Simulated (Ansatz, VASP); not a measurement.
BaTe: VASP beside Ansatz

The input INCAR:

```
PREC = Accurate
ENCUT = 520
EDIFF = 1E-8
ISMEAR = -1
SIGMA = 0.05
LREAL = False
LASPH = True
NELM = 60
ALGO = Normal
ISIF = 2
LWAVE = False
LCHARG = False
GGA = PE
LEFG = True
NBANDS = 15
```

The input KPOINTS:

```
Automatic mesh
0
Gamma
  9 9 9
```

POSCAR

```
BaTe
1.0
    4.3255614209      0.0000000000      0.0000000000
    0.0000000000      4.3255614209      0.0000000000
    0.0000000000      0.0000000000      4.3255614209
Ba Te
1 1
Direct
    0.0000000000      0.0000000000      0.0000000000
    0.5000000000      0.5000000000      0.5000000000
```

Input for Ansatz:

```yaml
crystal:
  lattice:
    - [4.3255614209, 0.0, 0.0]
    - [0.0, 4.3255614209, 0.0]
    - [0.0, 0.0, 4.3255614209]
  atoms:
    - { symbol: Ba, position: [0.0, 0.0, 0.0] }
    - { symbol: Te, position: [0.5, 0.5, 0.5] }
kpoints:
  mp_grid: { grid: [9, 9, 9] }
scf:
  occupations: { method: fermi_dirac, width: 0.05 }
hamiltonian:
  xc: pbe
  pseudopotentials: { kind: paw }
output:
  forces: true
  stress: true
  eigenvalues: true
  efg: { contact_densities: true }
```

Change from the starting cell: volume scaled by 1.06, PAW files.

Alike in both runs: task electric field gradients; functional PBE; k mesh 9 × 9 × 9; occupations fermi-dirac, width 0.05 eV; no spin polarisation.

|  | VASP | Ansatz |
| --- | --- | --- |
| version | VASP 6.6.1 | Ansatz 0.2.0 |
| potentials or method | VASP PAW PBE potentials, release 64 (Ba_sv, Te) | PAW with Ansatz's default frozen-core files, scalar-relativistic |
| plane-wave cutoff (eV) | 520 | 420 |
| valence electrons in the cell | 16 | 26 |

|  | VASP | Ansatz | Ansatz less VASP |
| --- | --- | --- | --- |
| pressure (GPa) | -1.2 | -1.6 | -0.37 |

VASP's potentials hold 16 valence electrons a cell and Ansatz's 26, so a difference there can come from the potentials and not from the codes.

Spin-orbit coupling is off throughout.
